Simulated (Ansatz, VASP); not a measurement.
**Two plane-wave programs on AlRu**

```
Al Ru
1.0
     2.99160    0.00000    0.06731
     0.00000    2.99160    0.00000
     0.06731    0.00000    2.99160
Al Ru
1 1
Direct
  0.00000 0.00000 0.00000
  0.50000 0.50000 0.50000
```

Change from the starting cell: strain +0.0450 x Voigt [0, 0, 0, 0, 1, 0], atoms carried along.

Alike in both runs: task single point; functional PBEsol; k mesh 16 × 16 × 16; occupations gaussian, width 0.15 eV; no spin polarisation.

|  | VASP | Ansatz |
| --- | --- | --- |
| version | VASP 6.6.1 | Ansatz 0.2.0 |
| potentials or method | VASP PAW PBE potentials, release 64 (Al, Ru_pv), cutoff 520 eV | scalar-relativistic, plane waves, PAW |
| valence electrons in the cell | 17 | 19 |

VASP gave:

```
gap on the k mesh at the Fermi level (eV)                     : none
pressure (GPa)                                                : -2.8
traceless stress, the component that is largest in VASP (GPa) : -5.82
```

Problem. What did Ansatz give for the same quantities?

Solution. gap on the k mesh at the Fermi level (eV): none; pressure (GPa): -2.8; traceless stress, the component that is largest in VASP (GPa): -5.80.

VASP's potentials were made for PBE, not for PBEsol. A gap of «none» marks a metal or a gap that the smearing closes. VASP's potentials hold 17 valence electrons a cell and Ansatz's 19, so a difference there can come from the potentials and not from the codes.
